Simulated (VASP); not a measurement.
Crystal: SiN.

```
Si N
1.0
     2.80492    0.00000    0.00000
    -1.40246    2.42913    0.00000
     0.00000    0.00000    7.45028
Si N
2 2
Direct
  0.33333 0.66667 0.75000
  0.66667 0.33333 0.25000
  0.33333 0.66667 0.25000
  0.66667 0.33333 0.75000
```

The cell was generated, and may not be a known phase.

| Item | Value |
| --- | --- |
| Program | VASP 6.6.1 |
| Task | relaxation of cell and atoms |
| Functional | PBE |
| Potentials or basis | VASP PAW PBE potentials, release 64 (Si, N) |
| Cutoff | 600 eV |
| k mesh | 6 × 6 × 4 |
| Occupations | gaussian, width 0.1 eV |
| Spin | no spin polarisation |

At the start: pressure 41.5 GPa; volume 12.69 Å³/atom.

Question: Where does the relaxation end?

Answer: Over 11 steps the energy falls by 390.1 meV/atom and the volume is 13.86 Å³/atom (+9.2 %); space group P6_3/mmc (No. 194, to 0.1 Å) before and after.

The path:
| step | energy change (eV) | largest force (eV/Å) | pressure (GPa) | volume (Å³) |
| --- | --- | --- | --- | --- |
| 1 | 0.0000 | 0.0000 | 41.45 | 50.76 |
| 2 | 0.1432 | 0.0000 | -17.78 | 77.65 |
| 3 | -1.5048 | 0.0000 | -3.56 | 61.72 |
| 4 | -1.5258 | 0.0000 | -2.02 | 60.78 |
| 5 | -1.5302 | 0.0000 | -0.25 | 60.00 |
| 6 | -1.5304 | 0.0000 | -0.71 | 60.19 |
| 7 | -1.5345 | 0.0000 | -0.70 | 59.79 |
| 8 | -1.5453 | 0.0000 | -0.63 | 58.60 |
| 9 | -1.5592 | 0.0000 | -0.28 | 56.21 |
| 10 | -1.5289 | 0.0000 | 1.46 | 51.42 |
| 11 | -1.5605 | 0.0000 | -0.06 | 55.43 |

Final structure:
```
CELL_PARAMETERS angstrom
3.05866 0.00000 0.00000
-1.52933 2.64887 0.00000
0.00000 0.00000 6.84117
ATOMIC_POSITIONS crystal
Si 0.33333 0.66667 0.75000
Si 0.66667 0.33333 0.25000
N 0.33333 0.66667 0.25000
N 0.66667 0.33333 0.75000
```

Caveat: the k points lie up to 0.40 Å⁻¹ apart in the final cell, too coarse for converged energies and pressures of a metal.
